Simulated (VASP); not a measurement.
A run of VASP 6.6.1 is set up as follows.

The input POSCAR:

```
RbBr
1.0
    0.0000000000      3.9248305739      3.7571620154
    3.9248305739      0.0000000000      3.7571620154
    3.9248305739      3.9248305739      0.0000000000
Rb Br
1 1
Direct
    0.0000000000      0.0000000000      0.0000000000
    0.2500000000      0.2500000000      0.2500000000
```

Contents of INCAR.step1:

```
SYSTEM = RbBr
PREC     = Accurate       ! precision mode
ENCUT    = 520            ! plane-wave cutoff, eV
ISMEAR   = 0              ! smearing method
SIGMA    = 0.01           ! smearing width, eV
LREAL    = .FALSE.        ! projectors in reciprocal space
LASPH    = .TRUE.         ! aspherical terms in the spheres
NELM     = 80             ! most SCF steps
NBANDS   = 15             ! bands
GGA      = PE             ! functional
ALGO     = Normal         ! electronic algorithm
EDIFF    = 1E-4           ! SCF threshold, eV
LWAVE    = .TRUE.         ! write WAVECAR
LCHARG   = .FALSE.        ! write CHGCAR
```

File INCAR.step2:

```
SYSTEM = RbBr
PREC     = Accurate       ! precision mode
ENCUT    = 520            ! plane-wave cutoff, eV
EDIFF    = 1E-7           ! SCF threshold, eV
ISMEAR   = 0              ! smearing method
SIGMA    = 0.01           ! smearing width, eV
LREAL    = .FALSE.        ! projectors in reciprocal space
LASPH    = .TRUE.         ! aspherical terms in the spheres
NELM     = 80             ! most SCF steps
ALGO     = Normal         ! electronic algorithm
ISIF     = 2              ! what is computed and relaxed
LWAVE    = .FALSE.        ! write WAVECAR
LCHARG   = .TRUE.         ! write CHGCAR
METAGGA  = R2SCAN         ! meta-GGA
LMIXTAU  = .TRUE.       
LELF     = .TRUE.         ! ELF
LVHAR    = .TRUE.       
NBANDS   = 15             ! bands
ISTART   = 1
```

KPOINTS

```
Automatic mesh
0
G
  6 6 6
  0 0 0
```

Potentials or basis: VASP PAW PBE potentials, release 64 (Rb_sv, Br).

Run with:

```bash
$ cat potpaw_PBE.64/Rb_sv/POTCAR potpaw_PBE.64/Br/POTCAR > POTCAR
$ cp INCAR.step1 INCAR
$ mpirun -np 1 vasp_std > vasp.out
$ cp INCAR.step2 INCAR
$ mpirun -np 1 vasp_std > vasp.out
```

Question: Estimate the band gap on the k mesh.

Answer: 4.64 eV (least direct gap 4.72 eV).

Question: Estimate the pressure.

Answer: 0.0 GPa.

Caveat: the cell differs from its parent crystal (epitaxial xy strain +1.4%); the PAW data sets were made with another functional, which shifts forces and pressure a little. A k mesh can miss the band edges.
